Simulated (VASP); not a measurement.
A run of VASP 6.6.1 is set up as follows.

Contents of INCAR:

```
SYSTEM = MnS
PREC = Accurate
ENCUT = 520
EDIFF = 1E-7
ISMEAR = 1
SIGMA = 0.1
LREAL = .False.
LASPH = .True.
NELM = 150
ALGO = Normal
ISIF = 2
LWAVE = .False.
LCHARG = .True.
ISPIN = 2
MAGMOM = 4 0
LORBIT = 11
LMAXMIX = 4
GGA = CA
LELF = .True.
LVHAR = .True.
NBANDS = 20
```

File KPOINTS:

```
Automatic mesh
0
Gamma
  9 9 9
  0 0 0
```

File POSCAR:

```
MnS
1.0
    0.0000000000      2.6045000000      2.6045000000
    2.6045000000      0.0000000000      2.6045000000
    2.6045000000      2.6045000000      0.0000000000
Mn S
1 1
Direct
    0.0000000000      0.0000000000      0.0000000000
    0.5000000000      0.5000000000      0.5000000000
```

Potentials or basis: VASP PAW LDA potentials, release 64 (Mn_pv, S).

Command:

```console
$ cat potpaw_LDA.64/Mn_pv/POTCAR potpaw_LDA.64/S/POTCAR > POTCAR
$ mpirun -np 1 vasp_std > vasp.out
```

(1) Predict the pressure.

(2) Predict the net moment.

(3) Estimate the site moments.

Results:

(1) -12.4 GPa.

(2) 4.51 μB per cell.

(3) Mn +4.07; S +0.10 μB.

Caveat: the cell stands under tension; a cell with one magnetic atom can't hold antiferromagnetic order, which such compounds often take.
